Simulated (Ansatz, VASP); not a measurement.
## TeMo2 in VASP and in Ansatz

```
Te Mo
1.0
     4.74949    0.00000    0.00000
    -2.37475    4.11318    0.00000
     0.00000    0.00000    3.14257
Te Mo
1 2
Direct
  0.00000 0.00000 0.50000
  0.33333 0.66667 0.50000
  0.66667 0.33333 0.50000
```

Alike in both runs: functional PBE; k mesh 6 × 6 × 4; occupations gaussian, width 0.2 eV; no spin polarisation.

Ansatz relaxed the structure, and its values are those at the end. VASP's run is a single point on that final structure, the one shown.

|  | VASP | Ansatz |
| --- | --- | --- |
| version | VASP 6.6.1 | Ansatz 0.2.0 |
| potentials or method | VASP PAW PBE potentials, release 64 (Te, Mo_sv), cutoff 500 eV | scalar-relativistic, plane waves, PAW |
| valence electrons in the cell | 34 | 44 |

|  | VASP | Ansatz | Ansatz less VASP |
| --- | --- | --- | --- |
| gap on the k mesh at the Fermi level (eV) | none | none | - |
| pressure (GPa) | 0.1 | 0.0 | -0.09 |

A gap of «none» marks a metal or a gap that the smearing closes. VASP's potentials hold 34 valence electrons a cell and Ansatz's 44, so a difference there can come from the potentials and not from the codes.

The k mesh is coarse, so the values compare programs but aren't converged. Spin-orbit coupling is off throughout.
